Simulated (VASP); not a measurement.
# Ru (Pm-3m) in VASP: further runs, part 2 of 2

VASP 6.6.1. Earlier steps stand in the parts before.

**5. Relaxation of cell and atoms, r2SCAN**

This run uses another cell than the first one, of 14.64 Å³/atom, 0.876 times its volume.

POSCAR reads:

```
Ru
1.0
    2.4462764308      0.0000000000      0.0000000000
    0.0000000000      2.4462764308      0.0000000000
    0.0000000000      0.0000000000      2.4462764308
Ru
1
Direct
    0.0000000000      0.0000000000      0.0000000000
```

INCAR.step1 reads:

```
SYSTEM = Ru
PREC = Accurate ; ENCUT = 600
ISMEAR = -1 ; SIGMA = 0.1
LREAL = .False. ; LASPH = .True.
NELM = 80 ; GGA = PE
ALGO = Normal ; EDIFF = 1E-4
LWAVE = .True. ; LCHARG = .False.
```

INCAR.step2 reads:

```
SYSTEM = Ru
PREC = Accurate ; ENCUT = 600
EDIFF = 1E-6 ; ISMEAR = -1
SIGMA = 0.1 ; LREAL = .False.
LASPH = .True. ; NELM = 80
ALGO = Normal ; ISIF = 3
LWAVE = .False. ; LCHARG = .False.
METAGGA = R2SCAN ; LMIXTAU = .True.
IBRION = 2 ; NSW = 80
EDIFFG = -0.01 ; ISTART = 1
```

KPOINTS reads:

```
Automatic mesh
0
Gamma
  13 13 13
  0 0 0
```

Potentials or basis: VASP PAW PBE potentials, release 64 (Ru_pv).

Launch:

```sh
> cat potpaw_PBE.64/Ru_pv/POTCAR > POTCAR
> cp INCAR.step1 INCAR
> mpirun -np 1 vasp_std > vasp.out
> cp INCAR.step2 INCAR
> mpirun -np 1 vasp_std > vasp.out
```

OUTCAR:

```text
SYSTEM = Ru
   PREC = Accurate
   ENCUT = 600
   EDIFF = 1E-6
   ISMEAR = -1
   LREAL = .False.
   LASPH = .True.
   NELM = 80
   ISIF = 3
   METAGGA = R2SCAN
   IBRION = 2
   NSW = 80
   EDIFFG = -0.01
   ISTART = 1

 ion  position               nearest neighbor table
   1  0.000  0.000  0.000-

  LATTYP: Found a simple cubic cell.
 ALAT       =     2.4462764308

  Lattice vectors:

 A1 = (   2.4462764308,   0.0000000000,   0.0000000000)
 A2 = (   0.0000000000,   2.4462764308,   0.0000000000)
 A3 = (   0.0000000000,   0.0000000000,   2.4462764308)

Analysis of symmetry for initial positions (statically):
=====================================================================
 Subroutine PRICEL returns:
 Original cell was already a primitive cell.

 Routine SETGRP: Setting up the symmetry group for a
 simple cubic supercell.

 Subroutine GETGRP returns: Found 48 space group operations
 (whereof 48 operations were pure point group operations)
 out of a pool of 48 trial point group operations.

The static configuration has the point symmetry O_h .

Analysis of symmetry for dynamics (positions and initial velocities):
=====================================================================
 Subroutine PRICEL returns:
 Original cell was already a primitive cell.

 Routine SETGRP: Setting up the symmetry group for a
[... 161 lines left out ...]
  Total        1.5197786      1.5197786      1.5197786     -0.0000000     -0.0000000      0.0000000
  in kB      166.3314289    166.3314289    166.3314289     -0.0000000     -0.0000000      0.0000000
  external PRESSURE =     166.3314289 kB  Pullay stress =       0.0000000 kB
[... 22 lines left out ...]
--------------------------------------- Ionic step        2  -------------------------------------------

 number of electron      13.9999988 magnetization

 E-fermi :   8.3915     XC(G=0): -13.1376

 val. band max:        8.3901798622   @ k =   0.3077   0.0769   0.0769
 cond. band min:       8.4077033880   @ k =   0.4615   0.0000   0.0000
 fundamental gap:      0.0175235258
 Fermi energy:         8.3914669189

 k-point     1 :       0.0000    0.0000    0.0000
  band No.  band energies     occupation
      1     -35.2681      2.00000
      2     -35.2681      2.00000
      3     -35.2681      2.00000
      4       1.8528      2.00000
      5       3.7191      2.00000
      6       3.7191      2.00000
      7       9.7421      0.00000
      8       9.7421      0.00000
      9       9.7421      0.00000
     10      17.4157      0.00000
     11      24.8314      0.00000
[... 391 lines left out ...]
--------------------------------------- Ionic step        4  -------------------------------------------

 number of electron      13.9999994 magnetization

 Free energy of the ion-electron system (eV)
  ---------------------------------------------------
  ext. energy  EPLUGINS =         0.00000000
  ---------------------------------------------------
  free energy    TOTEN  =       -24.28162868 eV

  energy without entropy =      -24.23790500  energy(sigma->0) =      -24.25976684

 E-fermi :  10.7125     XC(G=0): -14.1397

 val. band max:       10.7080213253   @ k =   0.3077   0.0769   0.0769
 cond. band min:      10.7450333395   @ k =   0.3846   0.2308   0.1538
 fundamental gap:      0.0370120142
 Fermi energy:        10.7125291722

 k-point     1 :       0.0000    0.0000    0.0000
  band No.  band energies     occupation
      1     -33.0379      2.00000
      2     -33.0379      2.00000
      3     -33.0379      2.00000
      4       3.2725      2.00000
      5       4.9621      2.00000
      6       4.9621      2.00000
      7      12.4380      0.00000
      8      12.4380      0.00000
      9      12.4380      0.00000
     10      19.7042      0.00000
     11      28.3534      0.00000
[... 350 lines left out ...]
  FREE ENERGIE OF THE ION-ELECTRON SYSTEM (eV)
  ---------------------------------------------------
  free  energy   TOTEN  =       -24.2816286808 eV

  energy  without entropy=      -24.2379050044  energy(sigma->0) =      -24.25976684

 reached required accuracy - stopping structural energy minimisation
```

OUTCAR.step1:

```text
SYSTEM = Ru
   PREC = Accurate
   ENCUT = 600
   ISMEAR = -1
   LREAL = .False.
   LASPH = .True.
[... 553 lines left out ...]
 -----------------------------------------------------------------------------------
      0.00000      0.00000      0.00000         0.000000      0.000000      0.000000
 -----------------------------------------------------------------------------------
    total drift:                                0.000000      0.000000      0.000000

  FREE ENERGIE OF THE ION-ELECTRON SYSTEM (eV)
  ---------------------------------------------------
  free  energy   TOTEN  =        -8.0462073822 eV

  energy  without entropy=       -8.0046338317  energy(sigma->0) =       -8.02542061
```

It took 72 s on 1 thread of Intel Xeon 6975P-C (Granite Rapids), shared host; peak memory 0.14 GiB.

What came out:

```yaml
Free_energy: -24.2816 eV
Relaxed_volume: 15.55 Å³/atom
Relaxed_cell: a = 2.496 Å, b = 2.496 Å, c = 2.496 Å, α = 90.00°, β = 90.00°, γ = 90.00°
Space_group_after_relaxing_to_0.05_Å: Pm-3m (No. 221)
Energy_gained_by_relaxing: 44.4 meV/atom
Ionic_steps: 4
Pressure_after_relaxing: -0.1 GPa
Band_gap_on_the_k_mesh: zero (band 7 reaches 14.32 eV, above the bottom of band 8 at 9.70 eV)
```

Step by step:
```tsv
step	energy change (eV)	largest force (eV/Å)	pressure (GPa)	volume (Å³)
1	0.0000	0.0000	16.63	14.64
2	0.1894	0.0000	-25.22	18.10
3	-0.0442	0.0000	-0.82	15.60
4	-0.0444	0.0000	-0.07	15.55
```

Final structure:
```cif
data_structure
_symmetry_space_group_name_H-M 'P 1'
_symmetry_Int_Tables_number 1
_cell_length_a 2.4961
_cell_length_b 2.4961
_cell_length_c 2.4961
_cell_angle_alpha 90.000
_cell_angle_beta 90.000
_cell_angle_gamma 90.000
_cell_volume 15.55
loop_
_atom_site_label
_atom_site_type_symbol
_atom_site_fract_x
_atom_site_fract_y
_atom_site_fract_z
_atom_site_occupancy
Ru1 Ru 0.00000 0.00000 0.00000 1
```

Caveat: the PAW data sets were made with another functional, which shifts forces and pressure a little.

**6. Summary**

```csv
task,cell,k mesh,cutoff (eV),gap on the mesh (eV),pressure (GPa)
single point,"a = 2.556 Å, 1 atom",14 × 14 × 14,520,none,-14.3
single point,"a = 2.587 Å, 1 atom",14 × 14 × 14,520,none,-19.8
single point,"a = 2.491 Å, 1 atom",21 × 21 × 21,520,none,1.4
relaxation of cell and atoms,"relaxed from a = 2.446 Å, 1 atom",13 × 13 × 13,600,none,-0.1
```

Alike in all rows: level r2SCAN; potentials or basis VASP PAW PBE potentials, release 64 (Ru_pv); no spin polarisation; smearing fermi-dirac 0.1 eV.

Caveats: the PAW data sets were made with another functional, which shifts forces and pressure a little.

Absolute energies hang on the potentials; compare differences alone.
